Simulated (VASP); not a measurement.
# TaF3 (Pm-3m) in VASP: vibrations by perturbation theory with LDA

Aim: the vibrations by perturbation theory of TaF3 with LDA.

Everything below comes from runs of VASP 6.6.1. Logs are shortened: lines on timing, memory, paths and dates and some standing lists are left out, and cuts for length are marked.

## 1. The cell of the first run

The structure is cubic, space group Pm-3m (No. 221). Conventional cell: a = 4.036 Å, b = 4.036 Å, c = 4.036 Å, α = 90.00°, β = 90.00°, γ = 90.00°. Ta (site symmetry m-3m) has 6 F at 2.02 Å within 2.7 Å. F (site symmetry 4/mmm) has 2 Ta at 2.02 Å within 2.7 Å.

## 2. Vibrations by perturbation theory, LDA

Input file INCAR:

```
  PREC = Accurate
  ENCUT = 520
  EDIFF = 1E-8
  ISMEAR = -1
  SIGMA = 0.15
  LREAL = F
  LASPH = T
  NELM = 60
  ALGO = Normal
  ISIF = 2
  LWAVE = F
  LCHARG = T
  GGA = CA
  IBRION = 8
  NSW = 1
```

Input file KPOINTS:

```
Automatic mesh
0
Gamma
  10 10 10
```

Input file POSCAR:

```
TaF3
1.0
    4.0358460024      0.0000000000      0.0000000000
    0.0000000000      4.0358460024      0.0000000000
    0.0000000000      0.0000000000      4.0358460024
Ta F
1 3
Direct
    0.0000000000      0.0000000000      0.0000000000
    0.5000000000      0.0000000000      0.0000000000
    0.0000000000      0.5000000000      0.0000000000
    0.0000000000      0.0000000000      0.5000000000
```

Potentials or basis: VASP PAW LDA potentials, release 64 (Ta_pv, F).

Started as:

```console
> cat potpaw_LDA.64/Ta_pv/POTCAR potpaw_LDA.64/F/POTCAR > POTCAR
> mpirun -np 1 vasp_std > vasp.out
```

OUTCAR:

```text
PREC = Accurate
   ENCUT = 520
   EDIFF = 1E-8
   ISMEAR = -1
   LREAL = F
   LASPH = T
   NELM = 60
   ISIF = 2
   GGA = CA
   IBRION = 8
   NSW = 1

 ion  position               nearest neighbor table
   1  0.000  0.000  0.000-   2 2.02   3 2.02   4 2.02   4 2.02   3 2.02   2 2.02
   2  0.500  0.000  0.000-   1 2.02   1 2.02
   3  0.000  0.500  0.000-   1 2.02   1 2.02
   4  0.000  0.000  0.500-   1 2.02   1 2.02

  LATTYP: Found a simple cubic cell.
 ALAT       =     4.0358460024

  Lattice vectors:

 A1 = (   4.0358460024,   0.0000000000,   0.0000000000)
 A2 = (   0.0000000000,   4.0358460024,   0.0000000000)
 A3 = (   0.0000000000,   0.0000000000,   4.0358460024)

Analysis of symmetry for initial positions (statically):
=====================================================================
 Subroutine PRICEL returns:
 Original cell was already a primitive cell.

 Routine SETGRP: Setting up the symmetry group for a
 simple cubic supercell.

 Subroutine GETGRP returns: Found 48 space group operations
 (whereof 48 operations were pure point group operations)
 out of a pool of 48 trial point group operations.

The static configuration has the point symmetry O_h .

Analysis of symmetry for dynamics (positions and initial velocities):
=====================================================================
 Subroutine PRICEL returns:
 Original cell was already a primitive cell.

 Routine SETGRP: Setting up the symmetry group for a
 simple cubic supercell.

 Subroutine GETGRP returns: Found 48 space group operations
 (whereof 48 operations were pure point group operations)
 out of a pool of 48 trial point group operations.

The dynamic configuration has the point symmetry O_h .

 Subroutine INISYM returns: Found 48 space group operations
 (whereof 48 operations are pure point group operations),
 and found     1 'primitive' translations

----------------------------------------------------------------------------------------

                                     Primitive cell

  volume of cell :      65.7361

  direct lattice vectors                    reciprocal lattice vectors
     4.035846002  0.000000000  0.000000000     0.247779524  0.000000000  0.000000000
     0.000000000  4.035846002  0.000000000     0.000000000  0.247779524  0.000000000
     0.000000000  0.000000000  4.035846002     0.000000000  0.000000000  0.247779524

  length of vectors
     4.035846002  4.035846002  4.035846002     0.247779524  0.247779524  0.247779524

  position of ions in fractional coordinates (direct lattice)
     0.000000000  0.000000000  0.000000000
     0.500000000  0.000000000  0.000000000
     0.000000000  0.500000000  0.000000000
     0.000000000  0.000000000  0.500000000

  ion indices of the primitive-cell ions
   primitive index   ion index
                 1           1
                 2           2
                 3           3
                 4           4

----------------------------------------------------------------------------------------

 KPOINTS: Automatic mesh
[... 116 lines left out ...]

 E-fermi :   3.4257     XC(G=0):  -9.2016

 val. band max:        3.4188092829   @ k =   0.3000   0.3000   0.1000
 cond. band min:       3.4583486562   @ k =   0.4000   0.3000   0.1000
 fundamental gap:      0.0395393733
 Fermi energy:         3.4256788486

 k-point     1 :       0.0000    0.0000    0.0000
  band No.  band energies     occupation
      1     -33.2924      2.00000
      2     -33.2924      2.00000
      3     -33.2924      2.00000
      4     -24.2185      2.00000
      5     -23.8969      2.00000
      6     -23.8969      2.00000
[... 541 lines left out ...]
     19       4.4769      0.00181
     20       5.9600      0.00000

 [... further k-points ...]
[... 5 lines left out ...]
  --------------------------------------------------------------------------------------
  -------------------------------------------------------------------------------------
  Total        0.1850966      0.1850966      0.1850966     -0.0000000     -0.0000000      0.0000000
  in kB        4.5113360      4.5113360      4.5113360     -0.0000000     -0.0000000      0.0000000
  external PRESSURE =       4.5113360 kB  Pullay stress =       0.0000000 kB

 VOLUME and BASIS-vectors are now :
 -----------------------------------------------------------------------------
  energy-cutoff  :      520.00
  volume of cell :       65.74
      direct lattice vectors                 reciprocal lattice vectors
     4.035846002  0.000000000  0.000000000     0.247779524  0.000000000  0.000000000
     0.000000000  4.035846002  0.000000000     0.000000000  0.247779524  0.000000000
     0.000000000  0.000000000  4.035846002     0.000000000  0.000000000  0.247779524

 POSITION                                       TOTAL-FORCE (eV/Angst)
 -----------------------------------------------------------------------------------
      0.00000      0.00000      0.00000         0.000000      0.000000      0.000000
      2.01792      0.00000      0.00000         0.000000      0.000000      0.000000
      0.00000      2.01792      0.00000         0.000000      0.000000      0.000000
      0.00000      0.00000      2.01792         0.000000      0.000000      0.000000
 -----------------------------------------------------------------------------------
    total drift:                                0.000000      0.000000      0.000000

  FREE ENERGIE OF THE ION-ELECTRON SYSTEM (eV)
  ---------------------------------------------------
  free  energy   TOTEN  =       -29.5694600307 eV

  energy  without entropy=      -29.3513989688  energy(sigma->0) =      -29.46042950

[... ionic steps 2 to 3 ...]

--------------------------------------- Ionic step        4  -------------------------------------------

------------------------ aborting loop because EDIFF is reached ----------------------------------------

[... ionic steps 5 to 6 ...]

--------------------------------------- Ionic step        7  -------------------------------------------

------------------------ aborting loop because EDIFF is reached ----------------------------------------

--------------------------------------- Ionic step        8  -------------------------------------------

 Free energy of the ion-electron system (eV)
  ---------------------------------------------------
  ---------------------------------------------------
  free energy    TOTEN  =        -0.52676520 eV

  energy without entropy =       -0.52676520

------------------------ aborting loop because EDIFF is reached ----------------------------------------

 INTERNAL STRAIN TENSOR  FOR ION    2  DIRECTION 2   (eV/Angst):
 -----------------------------------------------------------------------------
     0.04320  0.00000  0.00000
     0.00000 -0.02495  0.00000
     0.00000  0.00000 -0.01890

 INTERNAL STRAIN TENSOR FOR ION    4 for displacements in x,y,z  (eV/Angst):
          X           Y           Z          XY          YZ          ZX
  --------------------------------------------------------------------------------
  x     0.00000     0.00000     0.00000     0.00000     0.00000     0.00000
  y     0.00000     0.00000     0.00000     0.00000     0.00000     0.00000
  z     0.00000     0.00000     0.00000     0.00000     0.00000     0.00000

 SECOND DERIVATIVES (NOT SYMMETRIZED)
 ------------------------------------
               1X          1Y          1Z          2X          2Y          2Z          3X          3Y          3Z          4X          4Y          4Z
  1X   -28.482590    0.000000    0.000000   21.358988    0.000000   -0.000000    3.561801   -0.000000   -0.000000    3.561801    0.000000    0.000000
  1Y     0.000000  -28.482590    0.000000   -0.000000    3.561801   -0.000000    0.000000   21.358988   -0.000000    0.000000    3.561801    0.000000
  1Z     0.000000    0.000000  -28.482590   -0.000000    0.000000    3.561801    0.000000    0.000000    3.561801    0.000000    0.000000   21.358988
  2X    21.349706   -0.000000   -0.000000  -21.995722    0.000000    0.000000    0.323008    0.000000    0.000000    0.323008   -0.000000    0.000000
  2Y     0.000000    3.552135    0.000000    0.000000   -3.742193    0.000000    0.000000    0.334105    0.000000    0.000000   -0.144047    0.000000
  2Z     0.000000    0.000000    3.552135    0.000000    0.000000   -3.742193    0.000000    0.000000   -0.144047    0.000000    0.000000    0.334105
  3X     3.552135    0.000000    0.000000    0.334105    0.000000    0.000000   -3.742193    0.000000    0.000000   -0.144047    0.000000    0.000000
  3Y    -0.000000   21.349706    0.000000    0.000000    0.323008   -0.000000    0.000000  -21.995722    0.000000   -0.000000    0.323008   -0.000000
  3Z     0.000000    0.000000    3.552135    0.000000    0.000000   -0.144047    0.000000    0.000000   -3.742193    0.000000    0.000000    0.334105
  4X     3.552135    0.000000    0.000000    0.334105    0.000000    0.000000   -0.144047    0.000000    0.000000   -3.742193    0.000000    0.000000
  4Y     0.000000    3.552135    0.000000    0.000000   -0.144047    0.000000    0.000000    0.334105    0.000000    0.000000   -3.742193    0.000000
  4Z    -0.000000   -0.000000   21.349706   -0.000000    0.000000    0.323008    0.000000   -0.000000    0.323008    0.000000    0.000000  -21.995722

 Eigenvectors and eigenvalues of the dynamical matrix
 ----------------------------------------------------

   1 f  =   17.661847 THz   110.972655 2PiTHz  589.135786 cm-1    73.043495 meV
             X         Y         Z           dx          dy          dz
      0.000000  0.000000  0.000000    -0.309215    0.017789   -0.000000
      2.017923  0.000000  0.000000     0.949251   -0.000126    0.000000
      0.000000  2.017923  0.000000     0.002186   -0.054611   -0.000000
      0.000000  0.000000  2.017923     0.002186   -0.000126    0.000000
[... 71 lines left out ...]
  12 f/i=    0.003419 THz     0.021480 2PiTHz    0.114034 cm-1     0.014138 meV
             X         Y         Z           dx          dy          dz
      0.000000  0.000000  0.000000    -0.016252    0.046816    0.870608
      2.017923  0.000000  0.000000    -0.005270    0.015167    0.282063
      0.000000  2.017923  0.000000    -0.005265    0.015180    0.282063
      0.000000  0.000000  2.017923    -0.005265    0.015167    0.282299

--------------------------------------------------------------------------------------------------------

 ELASTIC MODULI CONTR FROM IONIC RELAXATION (kBar)
 Direction    XX          YY          ZZ          XY          YZ          ZX
 --------------------------------------------------------------------------------
 XX           0.0000      0.0000      0.0000      0.0000      0.0000      0.0000
 YY           0.0000      0.0000      0.0000      0.0000      0.0000      0.0000
 ZZ           0.0000      0.0000      0.0000      0.0000      0.0000      0.0000
 XY           0.0000      0.0000      0.0000      0.0000      0.0000      0.0000
 YZ           0.0000      0.0000      0.0000      0.0000      0.0000      0.0000
 ZX           0.0000      0.0000      0.0000      0.0000      0.0000      0.0000
 --------------------------------------------------------------------------------
```

Wall time 19 min (1 thread of Oxide Virtual Turin-like, shared host); peak memory 0.6 GiB.

Results:

| Item | Value |
| --- | --- |
| Highest phonon frequency at Γ, LO-TO splitting left out | 589 cm⁻¹ |

Phonon frequencies in cm⁻¹ (negative: imaginary):
```
              q point                                frequencies
(0.000, 0.000, 0.000)  0 0 0 227 227 227 257 257 257 589 589 589
```

Caveat: spin-orbit coupling is left out, which moves the levels of the heavy elements.
